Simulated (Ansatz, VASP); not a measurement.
**Two plane-wave programs on BiN**

```
Bi N
1.0
     0.00000    2.55770    2.55770
     2.55770    0.00000    2.55770
     2.55770    2.55770    0.00000
Bi N
1 1
Direct
  0.00000 0.00000 0.00000
  0.50000 0.50000 0.50000
```

Change from the starting cell: species swapped into the HfC type (Fm-3m, No. 225).

Alike in both runs: task relaxation of cell and atoms; functional PBE; k mesh 10 × 10 × 10; occupations gaussian, width 0.02 eV; no spin polarisation.

|  | VASP | Ansatz |
| --- | --- | --- |
| version | VASP 6.6.1 | Ansatz 0.2.0 |
| potentials or method | VASP PAW PBE potentials, release 64 (Bi_d, N), cutoff 600 eV | scalar-relativistic, plane waves, PAW |
| valence electrons in the cell | 20 | 20 |

|  | VASP | Ansatz | Ansatz less VASP |
| --- | --- | --- | --- |
| gap on the k mesh at the Fermi level, each at its own relaxed structure (eV) | 0.16 | 0.16 | -0.002 |
| relaxed volume (Å³/atom) | 17.04 | 17.04 | -0.004 |
| relaxed length of the cell vector where the two differ most in proportion (Å) | 3.639 | 3.639 | -0.0003 |

Neither program's run includes spin-orbit coupling.
